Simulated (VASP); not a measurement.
# Zn12B (a cell with a defect) in VASP: further runs, part 2 of 2

VASP 6.6.1. Earlier steps stand in the parts before.

**5. Single point, PBE**

Input file INCAR:

```
ALGO = Normal
EDIFF = 1E-6
ENCUT = 520
GGA = PE
ISIF = 2
ISMEAR = -1
LASPH = True
LCHARG = True
LELF = True
LREAL = False
LVHAR = True
LWAVE = False
NBANDS = 86
NELM = 60
PREC = Accurate
SIGMA = 0.15
```

Input file KPOINTS:

```
k-points
0
Gamma
  2 2 2
```

Input file POSCAR:

```
Zn12B
1.0
    5.3200000000      0.0000000000      0.0000000000
   -3.9900000000      6.9108830000      0.0000000000
    0.0000000000      0.0000000000      4.9369600000
Zn B
12 1
Direct
   -0.2086450788     -0.1170906815     -0.2895506547
    0.3339026091      0.2385368122      0.6130290705
   -0.1403942862      0.2691985959      0.0125380801
    0.2557712222      0.6511034842      0.6651056521
    0.0327250849      0.6010519929      0.2271640848
    0.0265194057      0.9962113380      0.2903406145
    0.3848924190     -0.0153815366     -0.2348206184
    0.8762326650      0.2045758842      0.5057768343
    0.4273224263      0.3340238867      0.1645952165
    0.7381197248      0.6034829413      0.6254051076
    0.6201811070      0.6937753106      0.1986445100
    0.5483374617      0.9567807761      0.2151323892
    0.2745176463      0.4518380647      0.9021341068
```

Potentials or basis: VASP PAW PBE potentials, release 64 (Zn, B).

Command:

```sh
> cat potpaw_PBE.64/Zn/POTCAR potpaw_PBE.64/B/POTCAR > POTCAR
> mpirun -np 1 vasp_std > vasp.out
```

OUTCAR:

```text
EDIFF = 1E-6
   ENCUT = 520
   GGA = PE
   ISIF = 2
   ISMEAR = -1
   LASPH = True
   LREAL = False
   NELM = 60
   PREC = Accurate

 ion  position               nearest neighbor table
   1  0.791  0.883  0.710-  10 2.14   6 2.36   4 2.51   8 2.58   7 2.68  11 2.75  11 2.85   7 2.85
                             2 2.90  12 2.96  12 3.00
   2  0.334  0.239  0.613-   7 2.30   9 2.31  13 2.36   8 2.37   6 2.41  10 2.62   9 2.80   1 2.90

   3  0.860  0.269  0.013-  13 2.02  12 2.41   8 2.50   5 2.56   8 2.56   7 2.70   9 2.70   9 2.90

   4  0.256  0.651  0.665-  13 2.02   5 2.40   7 2.44   1 2.51  10 2.59  10 2.78  11 2.92   5 2.97

   5  0.033  0.601  0.227-   4 2.40  10 2.52   3 2.56  11 2.65  12 2.79  11 2.83   9 2.85   4 2.97

   6  0.027  0.996  0.290-  11 2.34   1 2.36   2 2.41   8 2.42  12 2.43   9 2.54  12 2.97
   7  0.385  0.985  0.765-   2 2.30  12 2.44   4 2.44   8 2.64   1 2.68   3 2.70   1 2.85  12 2.89

   8  0.876  0.205  0.506-  12 2.36   2 2.37   6 2.42   3 2.50   3 2.56   1 2.58   7 2.64
   9  0.427  0.334  0.165-  13 2.00   2 2.31  11 2.53   6 2.54   3 2.70   2 2.80   5 2.85   3 2.90
                            10 3.00
  10  0.738  0.603  0.625-   1 2.14  11 2.41   5 2.52  13 2.54   4 2.59   2 2.62   4 2.78   9 3.00

  11  0.620  0.694  0.199-  12 2.32   6 2.34  13 2.39  10 2.41   9 2.53   5 2.65   1 2.75   5 2.83
                             1 2.85   4 2.92
  12  0.548  0.957  0.215-  11 2.32   8 2.36   3 2.41   6 2.43   7 2.44   5 2.79   7 2.89   1 2.96
                             6 2.97   1 3.00
  13  0.275  0.452  0.902-   9 2.00   4 2.02   3 2.02   2 2.36  11 2.39  10 2.54

  LATTYP: Found a simple monoclinic cell.
 ALAT       =     5.3200000000
 B/A-ratio  =     0.9280000000
 C/A-ratio  =     1.3228757068
 COS(beta)  =    -0.1889822292

  Lattice vectors:

 A1 = (   5.3200000000,   0.0000000000,   0.0000000000)
 A2 = (   0.0000000000,   0.0000000000,   4.9369600000)
 A3 = (  -1.3300000000,  -6.9108830000,   0.0000000000)

Analysis of symmetry for initial positions (statically):
=====================================================================
 Subroutine PRICEL returns:
 Original cell was already a primitive cell.

 Routine SETGRP: Setting up the symmetry group for a
 simple monoclinic supercell.

 Subroutine GETGRP returns: Found  1 space group operations
 (whereof  1 operations were pure point group operations)
 out of a pool of  4 trial point group operations.

The static configuration has the point symmetry C_1 .

Analysis of symmetry for dynamics (positions and initial velocities):
=====================================================================
 Subroutine PRICEL returns:
 Original cell was already a primitive cell.

 Routine SETGRP: Setting up the symmetry group for a
 simple monoclinic supercell.

 Subroutine GETGRP returns: Found  1 space group operations
 (whereof  1 operations were pure point group operations)
 out of a pool of  4 trial point group operations.

The dynamic configuration has the point symmetry C_1 .

 Subroutine INISYM returns: Found  1 space group operations
 (whereof  1 operations are pure point group operations),
 and found     1 'primitive' translations
[... 83 lines left out ...]
   number of dos      NEDOS =    301   number of ions     NIONS =     13
   total plane-waves  NPLWV =  96000
   dimension x,y,z NGX =    40 NGY =   60 NGZ =   40
   dimension x,y,z NGXF=    80 NGYF=  120 NGZF=   80
   ions per type =              12   1
   NGX,Y,Z   is equivalent  to a cutoff of  12.50, 12.50, 13.47 a.u.
   NGXF,Y,Z  is equivalent  to a cutoff of  25.00, 25.00, 26.94 a.u.
 SYSTEM =  unknown system
   PREC   = accura    normal or accurate (medium, high low for compatibility)
   ISTART =      0    job   : 0-new  1-cont  2-samecut
   ICHARG =      2    charge: 1-file 2-atom 10-const
   ISPIN  =      1    spin polarized calculation?
   LNONCOLLINEAR =      F non collinear calculations
   LSORBIT =      F    spin-orbit coupling
   LASPH  =      T    aspherical Exc in radial PAW
   ENCUT  =  520.0 eV  38.22 Ry    6.18 a.u.   9.89 14.84  9.18*2*pi/ulx,y,z
   NELM   =     60;   NELMIN=  2; NELMDL= -5     # of ELM steps
   EDIFF  = 0.1E-05   stopping-criterion for ELM
   LREAL  =      F    real-space projection
   EDIFFG = 0.1E-04   stopping-criterion for IOM
   NSW    =      0    number of steps for IOM
   IBRION =     -1    ionic relax: 0-MD 1-quasi-New 2-CG
   NFREE  =      0    steps in history (QN), initial steepest desc. (CG)
   ISIF   =      2    stress and relaxation
   ISYM   =      2    0-nonsym 1-usesym 2-fastsym
   POTIM  = 0.5000    time-step for ionic-motion
   TEBEG  =    0.0;   TEEND  =   0.0 temperature during run
   PSTRESS=    0.0 pullay stress
   NELECT =     147.0000    total number of electrons
   NUPDOWN=      -1.0000    fix difference up-down
   EMIN   =  10.00;   EMAX   =-10.00  energy-range for DOS
   EFERMI =   0.00;   METHOD = LEGACY
   ISMEAR =    -1;   SIGMA  =   0.15  broadening in eV -4-tet -1-fermi 0-gaus
   EFERMI_NEDOS =   21; number of points for ismear=-14 and -15
   IALGO  =     38    algorithm
   IMIX   =      4    mixing-type and parameters
     AMIX     =   0.40;   BMIX     =  1.00
     AMIX_MAG =   1.60;   BMIX_MAG =  1.00
  volume/ion in A,a.u.               =      13.96        94.22
  Fermi-wavevector in a.u.,A,eV,Ry     =   1.525969  2.883663 31.682269  2.328581
  Thomas-Fermi vector in A             =   2.634067
   LORBIT       =      0    0 simple, 1 ext, 2 COOP (PROOUT), +10 PAW based schemes
   GGA     = PE    functional components
   LHFCALC =     F    Hartree Fock is set to
   AEXX    =    0.0000 exact exchange contribution
   IVDW    =     0    specifies the selected vdW correction
   LEPSILON=     F    determine dielectric tensor
   LRPA    =     F    only Hartree local field effects (RPA)
 non-spin polarized calculation
  energy-cutoff  :      520.00
  volume of cell :      181.51
 maximum number of plane-waves:      4912
 NGX is ok and might be reduce to    40
   NGX = 19   NGY = 29   NGZ = 19

 number of electron     147.0000026 magnetization

 Free energy of the ion-electron system (eV)
  ---------------------------------------------------
  ext. energy  EPLUGINS =         0.00000000
  ---------------------------------------------------
  free energy    TOTEN  =       -15.52617063 eV

  energy without entropy =      -15.31314065  energy(sigma->0) =      -15.41965564

 E-fermi :   3.1806     XC(G=0): -11.7185

 val. band max:        3.1110663894   @ k =   0.5000   0.0000   0.0000
 cond. band min:       3.1893161042   @ k =   0.5000   0.5000   0.0000
 fundamental gap:      0.0782497148
 Fermi energy:         3.1806174342

 k-point     1 :       0.0000    0.0000    0.0000
  band No.  band energies     occupation
      1      -7.8299      2.00000
      2      -5.8860      2.00000
      3      -5.5563      2.00000
      4      -5.5254      2.00000
      5      -5.4462      2.00000
      6      -5.3004      2.00000
[... 693 lines left out ...]
     84       9.0086      0.00000
     85       9.1979      0.00000
 [bands above 85 left out]

------------------------ aborting loop because EDIFF is reached ----------------------------------------

  FORCE on cell =-STRESS in cart. coord.  units (eV):
  Direction    XX          YY          ZZ          XY          YZ          ZX
  --------------------------------------------------------------------------------------
  -------------------------------------------------------------------------------------
  Total       11.6270401     22.6337405     22.5042511     -1.5593661     -0.8751634      3.7305166
  in kB      102.6301522    199.7846575    198.6416735    -13.7642921     -7.7249368     32.9287143
  external PRESSURE =     167.0188277 kB  Pullay stress =       0.0000000 kB

 VOLUME and BASIS-vectors are now :
 -----------------------------------------------------------------------------
  energy-cutoff  :      520.00
  volume of cell :      181.51
      direct lattice vectors                 reciprocal lattice vectors
     5.320000000  0.000000000  0.000000000     0.187969925  0.108524482  0.000000000
    -3.990000000  6.910883000  0.000000000     0.000000000  0.144699310  0.000000000
     0.000000000  0.000000000  4.936960000     0.000000000  0.000000000  0.202553798

 POSITION                                       TOTAL-FORCE (eV/Angst)
 -----------------------------------------------------------------------------------
      0.68720      6.10168      3.50746        -0.878386      2.535242      2.160497
      0.82460      1.64850      3.02650         0.267200      1.069657      1.709764
      3.49900      1.86040      0.06190        -0.414324     -0.249461     -0.409619
     -1.23720      4.49970      3.28360        -0.209542     -0.009814     -0.031223
     -2.22410      4.15380      1.12150         0.339772      0.279366     -0.942925
     -3.83380      6.88470      1.43340         1.982273      0.045246     -1.584568
     -1.88100      6.80458      3.77766        -0.002336     -0.559682      0.226382
      3.84530      1.41380      2.49700        -1.185981      1.448847      0.837975
      0.94060      2.30840      0.81260         0.833496     -0.320599     -0.482751
      1.51890      4.17060      3.08760         0.977701     -2.844559      0.589590
      0.53120      4.79460      0.98070        -0.322729     -1.476973     -1.398515
     -0.90040      6.61220      1.06210        -1.946770     -0.584620      0.068804
     -0.34240      3.12260      4.45380         0.559627      0.667350     -0.743410
 -----------------------------------------------------------------------------------
    total drift:                               -0.000242     -0.000355     -0.002453

  FREE ENERGIE OF THE ION-ELECTRON SYSTEM (eV)
  ---------------------------------------------------
  free  energy   TOTEN  =       -15.5261706298 eV

  energy  without entropy=      -15.3131406500  energy(sigma->0) =      -15.41965564
```

Run time: 4.1 min. Hardware: 1 thread of Intel Xeon Platinum 8259CL at 2.50GHz (Skylake/Cascade Lake), shared host; peak memory 0.34 GiB.

Results:

- Free energy: -15.5262 eV
- Pressure: 16.7 GPa
- Largest force: 3.445 eV/Å

Forces in eV/Å, atoms in the order of the input:
```
Zn  -0.878  2.535  2.160
Zn   0.267  1.070  1.710
Zn  -0.414 -0.249 -0.410
Zn  -0.210 -0.010 -0.031
Zn   0.340  0.279 -0.943
Zn   1.982  0.045 -1.585
Zn  -0.002 -0.560  0.226
Zn  -1.186  1.449  0.838
Zn   0.833 -0.321 -0.483
Zn   0.978 -2.845  0.590
Zn  -0.323 -1.477 -1.399
Zn  -1.947 -0.585  0.069
B    0.560  0.667 -0.743
```

Caveat: the k points lie up to 0.68 Å⁻¹ apart.
